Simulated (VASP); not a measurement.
SnO2, 6 atoms in the cell. The structure is tetragonal, space group P4_2/mnm (No. 136). The conventional cell has a = 4.828 Å, b = 4.828 Å, c = 3.238 Å, α = 90.00°, β = 90.00°, γ = 90.00°. Sn (site symmetry mmm) has 6 O at 2.09 Å within 2.8 Å. O (site symmetry m2m) has 3 Sn at 2.09 Å and 1 O at 2.64 Å within 2.8 Å. 

```yaml
Program: VASP 6.6.1
Task: single point
Functional: r2SCAN
Potentials_or_basis: VASP PAW PBE potentials, release 64 (Sn_d, O)
Cutoff: 520 eV
k_mesh: 6 × 6 × 10
Occupations: gaussian, width 0.05 eV
Spin: no spin polarisation
Dipole_correction: no
Further_INCAR_settings: ALGO = Normal; EDIFF = 1e-06; NBANDS = 35
```

Potentials or basis: VASP PAW PBE potentials, release 64 (Sn_d, O).

Run with:

```sh
$ cat potpaw_PBE.64/Sn_d/POTCAR potpaw_PBE.64/O/POTCAR > POTCAR
$ cp INCAR.step1 INCAR
$ mpirun -np 1 vasp_std > vasp.out
$ cp INCAR.step2 INCAR
$ mpirun -np 1 vasp_std > vasp.out
```

Hardware: 1 thread of Intel(R) Xeon(R) 6975P-C (Granite Rapids), with other jobs on the host.

Problem. How long does it take, and how much memory?

Solution. It took 2.6 min on 1 thread of Intel(R) Xeon(R) 6975P-C (Granite Rapids), on a shared host, peak memory 0.26 GiB. Counts: k points 60.
